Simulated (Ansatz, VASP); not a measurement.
# One calculation of Os, two programs

```
CELL_PARAMETERS angstrom
-1.57243 1.57243 1.57243
1.57243 -1.57243 1.57243
1.57243 1.57243 -1.57243
ATOMIC_POSITIONS crystal
Os 0.00000 0.00000 0.00000
```

Alike in both runs: task single point; functional RPBE; k mesh 16 × 16 × 16; occupations fermi-dirac, width 0.1 eV; no spin polarisation.

|  | VASP | Ansatz |
| --- | --- | --- |
| version | VASP 6.6.1 | Ansatz 0.2.0 |
| potentials or method | VASP PAW PBE potentials, release 64 (Os), cutoff 520 eV | plane waves (420 eV) with PAW, scalar-relativistic |
| valence electrons in the cell | 8 | 16 |

VASP gave:

| Quantity | Value |
| --- | --- |
| pressure (GPa) | -12.3 |

Problem. Estimate Ansatz's values.

Solution. Pressure (GPa): -11.9.

VASP's potentials were made for PBE, not for RPBE. VASP's potentials hold 8 valence electrons a cell and Ansatz's 16, so a difference there can come from the potentials and not from the codes.

Neither program's run includes spin-orbit coupling.
